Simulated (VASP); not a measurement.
# Fe (P6_3/mmc) in VASP: single point with r2SCAN

Aim: the single point of Fe with r2SCAN.

All numbers are computed with VASP 6.6.1; they aren't measurements. Logs are shortened: lines on timing, memory, paths and dates and some standing lists are left out, and cuts for length are marked.

## 1. The cell of the first run

Symmetry: P6_3/mmc, No. 194, hexagonal system. The conventional cell has a = 2.863 Å, b = 2.863 Å, c = 4.430 Å, α = 90.00°, β = 90.00°, γ = 120.00°. Within 3.6 Å of Fe (site symmetry -6m2) lie 12 Fe at 2.76 to 2.86 Å.

## 2. Single point, r2SCAN, collinear spin, ferromagnetic start

POSCAR reads:

```
Fe
1.0
    2.8633719106      0.0000000000      0.0000000000
   -1.4316859553      2.4797528151      0.0000000000
    0.0000000000      0.0000000000      4.4300854867
Fe
2
Direct
    0.3333333333      0.6666666667      0.2500000000
    0.6666666667      0.3333333333      0.7500000000
```

INCAR.step1 reads:

```
  PREC = Accurate
  ENCUT = 520
  ISMEAR = 0
  SIGMA = 0.1
  LREAL = F
  LASPH = T
  NELM = 150
  ISPIN = 2
  MAGMOM = 4 4
  LMAXMIX = 4
  NBANDS = 19
  GGA = PE
  ALGO = Normal
  EDIFF = 1E-4
  LWAVE = T
  LCHARG = F
```

INCAR.step2 reads:

```
  PREC = Accurate
  ENCUT = 520
  EDIFF = 1E-6
  ISMEAR = 0
  SIGMA = 0.1
  LREAL = F
  LASPH = T
  NELM = 150
  ALGO = Normal
  ISIF = 2
  LWAVE = F
  LCHARG = F
  ISPIN = 2
  MAGMOM = 4 4
  LORBIT = 11
  LMAXMIX = 4
  METAGGA = R2SCAN
  LMIXTAU = T
  NBANDS = 19
  ISTART = 1
```

KPOINTS reads:

```
Automatic mesh
0
Gamma
  6 6 4
```

Potentials or basis: VASP PAW PBE potentials, release 64 (Fe).

Command:

```console
> cat potpaw_PBE.64/Fe/POTCAR > POTCAR
> cp INCAR.step1 INCAR
> mpirun -np 1 vasp_std > vasp.out
> cp INCAR.step2 INCAR
> mpirun -np 1 vasp_std > vasp.out
```

OUTCAR:

```text
PREC = Accurate
   ENCUT = 520
   EDIFF = 1E-6
   ISMEAR = 0
   LREAL = F
   LASPH = T
   NELM = 150
   ISIF = 2
   ISPIN = 2
   LORBIT = 11
   METAGGA = R2SCAN
   ISTART = 1

 ion  position               nearest neighbor table
   1  0.333  0.667  0.250-   2 2.76   2 2.76   2 2.76   2 2.76   2 2.76   2 2.76
   2  0.667  0.333  0.750-   1 2.76   1 2.76   1 2.76   1 2.76   1 2.76   1 2.76

  LATTYP: Found a hexagonal cell.
 ALAT       =     2.8633719106
 C/A-ratio  =     1.5471568574

  Lattice vectors:

 A1 = (   2.8633719106,   0.0000000000,   0.0000000000)
 A2 = (  -1.4316859553,   2.4797528151,   0.0000000000)
 A3 = (   0.0000000000,   0.0000000000,   4.4300854867)

Analysis of symmetry for initial positions (statically):
=====================================================================
 Subroutine PRICEL returns:
 Original cell was already a primitive cell.

 Routine SETGRP: Setting up the symmetry group for a
 hexagonal supercell.

 Subroutine GETGRP returns: Found 24 space group operations
 (whereof 12 operations were pure point group operations)
 out of a pool of 24 trial point group operations.

The static configuration has the point symmetry D_3d.
 The point group associated with its full space group is D_6h.

Analysis of symmetry for dynamics (positions and initial velocities):
=====================================================================
 Subroutine PRICEL returns:
 Original cell was already a primitive cell.

 Routine SETGRP: Setting up the symmetry group for a
 hexagonal supercell.

 Subroutine GETGRP returns: Found 24 space group operations
 (whereof 12 operations were pure point group operations)
 out of a pool of 24 trial point group operations.

The dynamic configuration has the point symmetry D_3d.
 The point group associated with its full space group is D_6h.

Analysis of structural, dynamic, and magnetic symmetry:
=====================================================================
 Subroutine PRICEL returns:
 Original cell was already a primitive cell.

 Routine SETGRP: Setting up the symmetry group for a
 hexagonal supercell.

 Subroutine GETGRP returns: Found 24 space group operations
 (whereof 12 operations were pure point group operations)
 out of a pool of 24 trial point group operations.

The overall configuration has the point symmetry D_3d.
 The point group associated with its full space group is D_6h.

[... 115 lines left out ...]
  volume/ion in A,a.u.               =      15.73       106.14
  Fermi-wavevector in a.u.,A,eV,Ry     =   1.306819  2.469530 23.235698  1.707776
  Thomas-Fermi vector in A             =   2.437595
   LORBIT       =     11    0 simple, 1 ext, 2 COOP (PROOUT), +10 PAW based schemes
   METAGGA = R2SCAN    functional components
   LHFCALC =     F    Hartree Fock is set to
   AEXX    =    0.0000 exact exchange contribution
   IVDW    =     0    specifies the selected vdW correction
   LEPSILON=     F    determine dielectric tensor
   LRPA    =     F    only Hartree local field effects (RPA)
 spin polarized calculation
 Gauss-broadening in eV      SIGMA  =   0.10
  energy-cutoff  :      520.00
  volume of cell :       31.46
 maximum number of plane-waves:       857
 NGX is ok and might be reduce to    24
   NGX = 11   NGY = 11   NGZ = 17

 number of electron      16.0000000 magnetization       6.1526475

 Free energy of the ion-electron system (eV)
  ---------------------------------------------------
  ext. energy  EPLUGINS =         0.00000000
  ---------------------------------------------------
  free energy    TOTEN  =       -27.65215616 eV

  energy without entropy =      -27.63618565  energy(sigma->0) =      -27.64417090

 E-fermi :   3.9015     XC(G=0): -12.3067

 val. band max:        3.8690686882   @ k =   0.1667   0.0000   0.5000
 cond. band min:       3.9018547693   @ k =   0.3333   0.1667   0.2500
 fundamental gap:      0.0327860811
 Fermi energy:         3.9015034594

 spin component 1

 k-point     1 :       0.0000    0.0000    0.0000
  band No.  band energies     occupation
      1      -4.0082      1.00000
      2      -1.1631      1.00000
      3       0.0425      1.00000
      4       0.0426      1.00000
      5       0.2500      1.00000
      6       0.2501      1.00000
[... 438 lines left out ...]
      5       0.0160      1.00000
      6       0.0160      1.00000
[... 11 lines left out ...]
     18      22.2927      0.00000
     19      23.4567      0.00000
 Fermi energy:         3.9015034594

 spin component 2

 k-point     1 :       0.0000    0.0000    0.0000
  band No.  band energies     occupation
      1      -4.4049      1.00000
      2       0.8009      1.00000
      3       3.3265      1.00000
      4       4.0071      0.06762
      5       4.1190      0.00105
      6       4.1190      0.00105
[... 439 lines left out ...]
      6       2.7995      1.00000
[... 11 lines left out ...]
     18      23.5867      0.00000
     19      24.1452      0.00000

------------------------ aborting loop because EDIFF is reached ----------------------------------------

  FORCE on cell =-STRESS in cart. coord.  units (eV):
  Direction    XX          YY          ZZ          XY          YZ          ZX
  --------------------------------------------------------------------------------------
  -------------------------------------------------------------------------------------
  Total       -5.1242190     -5.1242190     -3.2037422     -0.0000000      0.0000000      0.0000000
  in kB     -260.9996980   -260.9996980   -163.1811121     -0.0000000      0.0000000      0.0000000
  external PRESSURE =    -228.3935027 kB  Pullay stress =       0.0000000 kB

 VOLUME and BASIS-vectors are now :
 -----------------------------------------------------------------------------
  energy-cutoff  :      520.00
  volume of cell :       31.46
      direct lattice vectors                 reciprocal lattice vectors
     2.863371911  0.000000000  0.000000000     0.349238601  0.201633000  0.000000000
    -1.431685955  2.479752815  0.000000000     0.000000000  0.403266001  0.000000000
     0.000000000  0.000000000  4.430085487     0.000000000  0.000000000  0.225729278

 POSITION                                       TOTAL-FORCE (eV/Angst)
 -----------------------------------------------------------------------------------
     -0.00000      1.65317      1.10752        -0.000000     -0.000000      0.000000
      1.43169      0.82658      3.32256         0.000000      0.000000      0.000000
 -----------------------------------------------------------------------------------
    total drift:                               -0.000000      0.000000     -0.000000

  FREE ENERGIE OF THE ION-ELECTRON SYSTEM (eV)
  ---------------------------------------------------
  free  energy   TOTEN  =       -27.6521561631 eV

  energy  without entropy=      -27.6361856452  energy(sigma->0) =      -27.64417090

 total charge

# of ion       s       p       d       tot
------------------------------------------
    1        0.400   0.368   5.978   6.746
    2        0.400   0.368   5.978   6.746
--------------------------------------------------
tot          0.800   0.736  11.956  13.491

 magnetization (x)

# of ion       s       p       d       tot
------------------------------------------
    1        0.005  -0.057   3.223   3.171
    2        0.005  -0.057   3.223   3.171
--------------------------------------------------
tot          0.010  -0.115   6.447   6.342
```

OUTCAR.step1:

```text
PREC = Accurate
   ENCUT = 520
   ISMEAR = 0
   LREAL = F
   LASPH = T
[... 1163 lines left out ...]
 -----------------------------------------------------------------------------------
     -0.00000      1.65317      1.10752         0.000000      0.000000      0.000000
      1.43169      0.82658      3.32256        -0.000000      0.000000      0.000000
 -----------------------------------------------------------------------------------
    total drift:                               -0.000000      0.000000     -0.000000

  FREE ENERGIE OF THE ION-ELECTRON SYSTEM (eV)
  ---------------------------------------------------
  free  energy   TOTEN  =       -15.3013838956 eV

  energy  without entropy=      -15.2779560291  energy(sigma->0) =      -15.28966996
```

OSZICAR.step1:

```text
N       E                     dE             d eps       ncg     rms          rms(c)
DAV:   1     0.797484259262E+02    0.79748E+02   -0.71730E+03  1612   0.997E+02
DAV:   2    -0.139070516372E+02   -0.93655E+02   -0.83457E+02  1614   0.191E+02
DAV:   3    -0.167154620862E+02   -0.28084E+01   -0.27540E+01  1836   0.453E+01
DAV:   4    -0.167369589291E+02   -0.21497E-01   -0.21489E-01  1877   0.358E+00
DAV:   5    -0.167372436346E+02   -0.28471E-03   -0.28470E-03  1809   0.375E-01    0.125E+01
DAV:   6    -0.156797857255E+02    0.10575E+01   -0.10022E+01  1758   0.556E+01    0.114E+01
DAV:   7    -0.153034278418E+02    0.37636E+00   -0.12768E+00  1782   0.187E+01    0.495E+00
DAV:   8    -0.153125260038E+02   -0.90982E-02   -0.32117E-02  2221   0.133E+00    0.207E+00
DAV:   9    -0.152988169632E+02    0.13709E-01   -0.14395E-02  2062   0.119E+00    0.560E-01
DAV:  10    -0.153012237452E+02   -0.24068E-02   -0.32250E-03  2250   0.607E-01    0.110E-01
DAV:  11    -0.153013806871E+02   -0.15694E-03   -0.38098E-04  1815   0.245E-01    0.573E-02
DAV:  12    -0.153013838956E+02   -0.32085E-05   -0.55275E-05   864   0.793E-02
   1 F= -.15301384E+02 E0= -.15289670E+02  d E =-.234279E-01  mag=     5.8168
```

It took 1.8 min on 1 thread of Intel Xeon 6975P-C, shared host; peak memory 0.18 GiB.

Results:

```
Free energy                                           : -27.6522 eV
Pressure                                              : -22.8 GPa
Net moment                                            : 6.15 μB per cell
Site moments                                          : Fe +3.17 μB
Valence electrons inside the program's atomic spheres : Fe 6.75
```

Stress tensor (GPa, compression positive):
```
-26.10   0.00   0.00
  0.00 -26.10   0.00
  0.00   0.00 -16.32
```

Levels at points of the mesh, in eV from the Fermi level:
Spin up:
```tsv
k point	band 9	band 10	band 11	band 12	band 13	band 14
(0.00, 0.00, 0.00)	-3.44	-2.77	-2.77	-0.17	3.81	17.73
(0.50, 0.00, 0.00)	-2.66	-2.60	-0.39	0.90	6.98	7.39
(0.00, 0.00, 0.50)	-2.97	-2.97	-2.97	-2.97	12.09	12.09
(0.50, 0.00, 0.50)	-2.60	-2.60	0.46	0.46	3.90	3.90
```
Spin down:
```
           k point  band 1  band 2  band 3  band 4  band 5  band 6  band 7  band 8
(0.00, 0.00, 0.00)   -8.31   -3.10   -0.58    0.11    0.22    0.22    0.56    0.56
(0.50, 0.00, 0.00)   -3.26   -2.39   -1.90   -1.58    0.29    0.29    0.34    1.79
(0.00, 0.00, 0.50)   -6.20   -6.20   -0.56   -0.56    0.18    0.18    0.18    0.18
(0.50, 0.00, 0.50)   -2.65   -2.65   -1.25   -1.25    0.03    0.03    1.15    1.15
```

Caveat: the k points lie up to 0.42 Å⁻¹ apart; the PAW data sets were made with another functional, which shifts forces and pressure a little.
